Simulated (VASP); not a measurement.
# Ir (P6_3/mmc) in VASP: notebook, part 2 of 3

VASP 6.6.1. Earlier steps stand in the parts before.

## (3) Single point, r2SCAN

This run uses another cell than the first one, of 15.21 Å³/atom, 1.020 times its volume.

POSCAR

```
Ir
1.0
    2.7875843874      0.0000000000      0.0000000000
   -1.3937921937      2.4141188946      0.0000000000
    0.0000000000      0.0000000000      4.5210110761
Ir
2
Direct
    0.3333333333      0.6666666667      0.2500000000
    0.6666666667      0.3333333333      0.7500000000
```

INCAR.step1

```
PREC = Accurate ; ENCUT = 520
ISMEAR = -1 ; SIGMA = 0.05
LREAL = F ; LASPH = T
NELM = 60 ; NBANDS = 16
GGA = PE ; ALGO = Normal
EDIFF = 1E-4 ; LWAVE = T
LCHARG = F
```

INCAR.step2

```
PREC = Accurate ; ENCUT = 520
EDIFF = 1E-6 ; ISMEAR = -1
SIGMA = 0.05 ; LREAL = F
LASPH = T ; NELM = 60
ALGO = Normal ; ISIF = 2
LWAVE = F ; LCHARG = T
METAGGA = R2SCAN ; LMIXTAU = T
LELF = T ; LVHAR = T
NBANDS = 16 ; ISTART = 1
```

KPOINTS

```
regular mesh
0
Gamma
  11 11 6
```

Potentials or basis: VASP PAW PBE potentials, release 64 (Ir).

Started as:

```
> cat potpaw_PBE.64/Ir/POTCAR > POTCAR
> cp INCAR.step1 INCAR
> mpirun -np 1 vasp_std > vasp.out
> cp INCAR.step2 INCAR
> mpirun -np 1 vasp_std > vasp.out
```

OUTCAR:

```text
PREC = Accurate
   ENCUT = 520
   EDIFF = 1E-6
   ISMEAR = -1
   LREAL = F
   LASPH = T
   NELM = 60
   ISIF = 2
   METAGGA = R2SCAN
   ISTART = 1

 ion  position               nearest neighbor table
   1  0.333  0.667  0.250-   2 2.77   2 2.77   2 2.77   2 2.77   2 2.77   2 2.77
   2  0.667  0.333  0.750-   1 2.77   1 2.77   1 2.77   1 2.77   1 2.77   1 2.77

  LATTYP: Found a hexagonal cell.
 ALAT       =     2.7875843874
 C/A-ratio  =     1.6218382828

  Lattice vectors:

 A1 = (   2.7875843874,   0.0000000000,   0.0000000000)
 A2 = (  -1.3937921937,   2.4141188946,   0.0000000000)
 A3 = (   0.0000000000,   0.0000000000,   4.5210110761)

Analysis of symmetry for initial positions (statically):
=====================================================================
 Subroutine PRICEL returns:
 Original cell was already a primitive cell.

 Routine SETGRP: Setting up the symmetry group for a
 hexagonal supercell.

 Subroutine GETGRP returns: Found 24 space group operations
 (whereof 12 operations were pure point group operations)
 out of a pool of 24 trial point group operations.

The static configuration has the point symmetry D_3d.
 The point group associated with its full space group is D_6h.

Analysis of symmetry for dynamics (positions and initial velocities):
=====================================================================
 Subroutine PRICEL returns:
 Original cell was already a primitive cell.

 Routine SETGRP: Setting up the symmetry group for a
 hexagonal supercell.

 Subroutine GETGRP returns: Found 24 space group operations
 (whereof 12 operations were pure point group operations)
 out of a pool of 24 trial point group operations.

The dynamic configuration has the point symmetry D_3d.
 The point group associated with its full space group is D_6h.

 Subroutine INISYM returns: Found 24 space group operations
 (whereof 12 operations are pure point group operations),
 and found     1 'primitive' translations

----------------------------------------------------------------------------------------

                                     Primitive cell

  volume of cell :      30.4244

  direct lattice vectors                    reciprocal lattice vectors
     2.787584387  0.000000000  0.000000000     0.358733534  0.207114903  0.000000000
    -1.393792194  2.414118895  0.000000000     0.000000000  0.414229805  0.000000000
     0.000000000  0.000000000  4.521011076     0.000000000  0.000000000  0.221189460

  length of vectors
     2.787584387  2.787584387  4.521011076     0.414229805  0.414229805  0.221189460

  position of ions in fractional coordinates (direct lattice)
     0.333333333  0.666666667  0.250000000
     0.666666667  0.333333333  0.750000000

  ion indices of the primitive-cell ions
   primitive index   ion index
                 1           1
                 2           2

----------------------------------------------------------------------------------------

 KPOINTS: regular mesh

Automatic generation of k-mesh.
 Grid dimensions read from file:
 generate k-points for:   11   11    6

 Generating k-lattice:

  Cartesian coordinates                     Fractional coordinates (reciprocal lattice)
     0.032612139  0.018828628  0.000000000     0.090909091  0.000000000  0.000000000
     0.000000000  0.037657255  0.000000000     0.000000000  0.090909091  0.000000000
     0.000000000  0.000000000  0.036864910     0.000000000  0.000000000  0.166666667

  Length of vectors
     0.037657255  0.037657255  0.036864910

  Shift w.r.t. Gamma in fractional coordinates (k-lattice)
     0.000000000  0.000000000  0.000000000

 Subroutine IBZKPT returns following result:
 ===========================================

 Found     64 irreducible k-points:

 Following reciprocal coordinates:
            Coordinates               Weight
  0.000000  0.000000  0.000000      1.000000
  0.090909 -0.000000  0.000000      6.000000
  0.181818  0.000000  0.000000      6.000000
  0.272727  0.000000  0.000000      6.000000
  0.363636 -0.000000  0.000000      6.000000
  0.454545 -0.000000  0.000000      6.000000
[... 16 lines left out ...]
  0.090909  0.090909  0.166667     12.000000
  0.181818  0.090909  0.166667     24.000000
 [... further k-points ...]
   k-points           NKPTS =     64   k-points in BZ     NKDIM =     64   number of bands    NBANDS=     16
   number of dos      NEDOS =    301   number of ions     NIONS =      2
   total plane-waves  NPLWV =  20736
   dimension x,y,z NGX =    24 NGY =   24 NGZ =   36
   dimension x,y,z NGXF=    48 NGYF=   48 NGZF=   72
   ions per type =               2
   NGX,Y,Z   is equivalent  to a cutoff of  14.31, 14.31, 13.24 a.u.
   NGXF,Y,Z  is equivalent  to a cutoff of  28.63, 28.63, 26.48 a.u.
 SYSTEM =  unknown system
   PREC   = accura    normal or accurate (medium, high low for compatibility)
   ISTART =      1    job   : 0-new  1-cont  2-samecut
   ICHARG =      0    charge: 1-file 2-atom 10-const
   ISPIN  =      1    spin polarized calculation?
   LNONCOLLINEAR =      F non collinear calculations
   LSORBIT =      F    spin-orbit coupling
   LASPH  =      T    aspherical Exc in radial PAW
   ENCUT  =  520.0 eV  38.22 Ry    6.18 a.u.   5.18  5.18  8.41*2*pi/ulx,y,z
   NELM   =     60;   NELMIN=  2; NELMDL=  0     # of ELM steps
   EDIFF  = 0.1E-05   stopping-criterion for ELM
   LREAL  =      F    real-space projection
   EDIFFG = 0.1E-04   stopping-criterion for IOM
   NSW    =      0    number of steps for IOM
   IBRION =     -1    ionic relax: 0-MD 1-quasi-New 2-CG
   NFREE  =      0    steps in history (QN), initial steepest desc. (CG)
   ISIF   =      2    stress and relaxation
   ISYM   =      2    0-nonsym 1-usesym 2-fastsym
   POTIM  = 0.5000    time-step for ionic-motion
   TEBEG  =    0.0;   TEEND  =   0.0 temperature during run
   PSTRESS=    0.0 pullay stress
   NELECT =      18.0000    total number of electrons
   NUPDOWN=      -1.0000    fix difference up-down
   EMIN   =  10.00;   EMAX   =-10.00  energy-range for DOS
   EFERMI =   0.00;   METHOD = LEGACY
   ISMEAR =    -1;   SIGMA  =   0.05  broadening in eV -4-tet -1-fermi 0-gaus
   EFERMI_NEDOS =   21; number of points for ismear=-14 and -15
   IALGO  =     38    algorithm
   IMIX   =      4    mixing-type and parameters
     AMIX     =   0.40;   BMIX     =  1.00
     AMIX_MAG =   1.60;   BMIX_MAG =  1.00
  volume/ion in A,a.u.               =      15.21       102.66
  Fermi-wavevector in a.u.,A,eV,Ry     =   1.374332  2.597110 25.698518  1.888788
  Thomas-Fermi vector in A             =   2.499768
   LORBIT       =      0    0 simple, 1 ext, 2 COOP (PROOUT), +10 PAW based schemes
   METAGGA = R2SCAN    functional components
   LHFCALC =     F    Hartree Fock is set to
   AEXX    =    0.0000 exact exchange contribution
   IVDW    =     0    specifies the selected vdW correction
   LEPSILON=     F    determine dielectric tensor
   LRPA    =     F    only Hartree local field effects (RPA)
 non-spin polarized calculation
  energy-cutoff  :      520.00
  volume of cell :       30.42
 maximum number of plane-waves:       839
 NGX is ok and might be reduce to    24
   NGX = 11   NGY = 11   NGZ = 17

 number of electron      18.0000001 magnetization

 Free energy of the ion-electron system (eV)
  ---------------------------------------------------
  ext. energy  EPLUGINS =         0.00000000
  ---------------------------------------------------
  free energy    TOTEN  =      -104.43410800 eV

  energy without entropy =     -104.40662093  energy(sigma->0) =     -104.42036446

 E-fermi :   9.0621     XC(G=0): -14.8370

 val. band max:        9.0489829359   @ k =   0.3636  -0.0000   0.3333
 cond. band min:       9.0738803339   @ k =   0.2727   0.0909   0.3333
 fundamental gap:      0.0248973981
 Fermi energy:         9.0621401953

 k-point     1 :       0.0000    0.0000    0.0000
  band No.  band energies     occupation
      1      -1.7860      2.00000
      2       1.3262      2.00000
      3       5.4018      2.00000
      4       5.5084      2.00000
      5       5.5084      2.00000
      6       6.1083      2.00000
[... 8 lines left out ...]
     15      26.3931      0.00000
     16      27.3135      0.00000
[... 419 lines left out ...]
 k-point    24 :       0.1818    0.0909    0.1667
  band No.  band energies     occupation
      1       0.4021      2.00000
      2       2.8175      2.00000
      3       4.0775      2.00000
      4       4.2908      2.00000
      5       5.2228      2.00000
      6       5.8049      2.00000
[... 8 lines left out ...]
     15      24.5341      0.00000
     16      26.3157      0.00000

 [... further k-points ...]

------------------------ aborting loop because EDIFF is reached ----------------------------------------

  FORCE on cell =-STRESS in cart. coord.  units (eV):
  Direction    XX          YY          ZZ          XY          YZ          ZX
  --------------------------------------------------------------------------------------
  -------------------------------------------------------------------------------------
  Total       -3.4649049     -3.4649049     -3.5889990      0.0000000      0.0000000      0.0000000
  in kB     -182.4650351   -182.4650351   -188.9999430      0.0000000      0.0000000      0.0000000
  external PRESSURE =    -184.6433377 kB  Pullay stress =       0.0000000 kB

 VOLUME and BASIS-vectors are now :
 -----------------------------------------------------------------------------
  energy-cutoff  :      520.00
  volume of cell :       30.42
      direct lattice vectors                 reciprocal lattice vectors
     2.787584387  0.000000000  0.000000000     0.358733534  0.207114903  0.000000000
    -1.393792194  2.414118895  0.000000000     0.000000000  0.414229805  0.000000000
     0.000000000  0.000000000  4.521011076     0.000000000  0.000000000  0.221189460

 POSITION                                       TOTAL-FORCE (eV/Angst)
 -----------------------------------------------------------------------------------
     -0.00000      1.60941      1.13025        -0.000000     -0.000000      0.000000
      1.39379      0.80471      3.39076         0.000000      0.000000      0.000000
 -----------------------------------------------------------------------------------
    total drift:                               -0.000000      0.000000     -0.000000

  FREE ENERGIE OF THE ION-ELECTRON SYSTEM (eV)
  ---------------------------------------------------
  free  energy   TOTEN  =      -104.4341079960 eV

  energy  without entropy=     -104.4066209312  energy(sigma->0) =     -104.42036446
```

OUTCAR.step1:

```text
PREC = Accurate
   ENCUT = 520
   ISMEAR = -1
   LREAL = F
   LASPH = T
   NELM = 60
[... 678 lines left out ...]
 -----------------------------------------------------------------------------------
     -0.00000      1.60941      1.13025         0.000000      0.000000      0.000000
      1.39379      0.80471      3.39076        -0.000000     -0.000000      0.000000
 -----------------------------------------------------------------------------------
    total drift:                               -0.000000      0.000000     -0.000000

  FREE ENERGIE OF THE ION-ELECTRON SYSTEM (eV)
  ---------------------------------------------------
  free  energy   TOTEN  =       -17.4846785708 eV

  energy  without entropy=      -17.4569439353  energy(sigma->0) =      -17.47081125
```

OSZICAR.step1:

```text
N       E                     dE             d eps       ncg     rms          rms(c)
DAV:   1     0.137546249347E+03    0.13755E+03   -0.83178E+03  2056   0.111E+03
DAV:   2    -0.147718698173E+02   -0.15232E+03   -0.13652E+03  2048   0.300E+02
DAV:   3    -0.185922081508E+02   -0.38203E+01   -0.37455E+01  2784   0.556E+01
DAV:   4    -0.186335308156E+02   -0.41323E-01   -0.41312E-01  2384   0.500E+00
DAV:   5    -0.186346688588E+02   -0.11380E-02   -0.11380E-02  2776   0.868E-01    0.181E+01
DAV:   6    -0.176500851076E+02    0.98458E+00   -0.13529E+00  2528   0.149E+01    0.720E+00
DAV:   7    -0.174958387898E+02    0.15425E+00   -0.36133E-01  2728   0.723E+00    0.217E+00
DAV:   8    -0.174891587549E+02    0.66800E-02   -0.49799E-03  2288   0.608E-01    0.129E+00
DAV:   9    -0.174846700719E+02    0.44887E-02   -0.46943E-03  2584   0.847E-01    0.274E-02
DAV:  10    -0.174846785708E+02   -0.84990E-05   -0.24006E-05  1824   0.459E-02
   1 F= -.17484679E+02 E0= -.17470811E+02  d E =-.277346E-01
```

Run time: 2 min. Hardware: 1 thread of AMD EPYC 7R13 (Zen 3), shared host; peak memory 0.15 GiB.

What came out:

| Quantity | Value |
| --- | --- |
| Free energy | -104.4341 eV |
| Pressure | -18.5 GPa |
| Band gap on the k mesh | zero (band 9 reaches 9.93 eV, above the bottom of band 10 at 6.97 eV) |

Levels at points of the mesh, in eV from the Fermi level:
| k point | band 5 | band 6 | band 7 | band 8 | band 9 | band 10 | band 11 | band 12 | band 13 | band 14 |
| --- | --- | --- | --- | --- | --- | --- | --- | --- | --- | --- |
| (0.00, 0.00, 0.00) | -3.55 | -2.95 | -2.95 | -2.22 | -2.22 | -0.57 | 0.26 | 0.26 | 6.80 | 15.25 |
| (0.00, 0.00, 0.50) | -3.68 | -3.68 | -3.68 | -3.68 | -0.45 | -0.45 | -0.45 | -0.45 | 14.24 | 14.24 |

Caveat: the PAW data sets were made with another functional, which shifts forces and pressure a little; spin-orbit coupling is left out, which moves the levels of the heavy elements.

(Continued in part 3 of 3.)
